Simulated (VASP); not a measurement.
Here is a VASP 6.6.1 calculation.

INCAR

```
SYSTEM = AlN
PREC     = Accurate       ! precision mode
ENCUT    = 520            ! plane-wave cutoff, eV
EDIFF    = 1E-7           ! SCF threshold, eV
ISMEAR   = 0              ! smearing method
SIGMA    = 0.02           ! smearing width, eV
LREAL    = .FALSE.        ! projectors in reciprocal space
LASPH    = .TRUE.         ! aspherical terms in the spheres
NELM     = 120            ! most SCF steps
ALGO     = Normal         ! electronic algorithm
ISIF     = 2              ! what is computed and relaxed
LWAVE    = .FALSE.        ! write WAVECAR
LCHARG   = .FALSE.        ! write CHGCAR
GGA      = PS             ! functional
IBRION   = 2              ! ionic algorithm
NSW      = 60             ! ionic steps
EDIFFG   = -0.002         ! ionic threshold
GGA_COMPAT= .FALSE.      
NELMIN   = 4
```

File KPOINTS:

```
Automatic mesh
0
G
  9 9 4
  0 0 0
```

The input POSCAR:

```
AlN
1.0
    3.1449155735      0.0000000000      0.0000000000
   -1.5724577868      2.7235767794      0.0000000000
    0.0000000000      0.0000000000      4.9512498786
Al N
2 2
Direct
    0.3333333333      0.6666666667     -0.0014782276
    0.6666666667      0.3333333333      0.4985217724
    0.3333333333      0.6666666667      0.3834782276
    0.6666666667      0.3333333333      0.8834782276
```

Potentials or basis: VASP PAW PBE potentials, release 64 (Al, N).

Launch:

```bash
$ cat potpaw_PBE.64/Al/POTCAR potpaw_PBE.64/N/POTCAR > POTCAR
$ mpirun -np 1 vasp_std > vasp.out
```

(1) Estimate the band gap on the k mesh.

(2) Estimate the energy gained by relaxing.

Results:

(1) 3.91 eV, direct.

(2) 0.0 meV/atom.

Caveat: the cell differs from its parent crystal (strained cell).
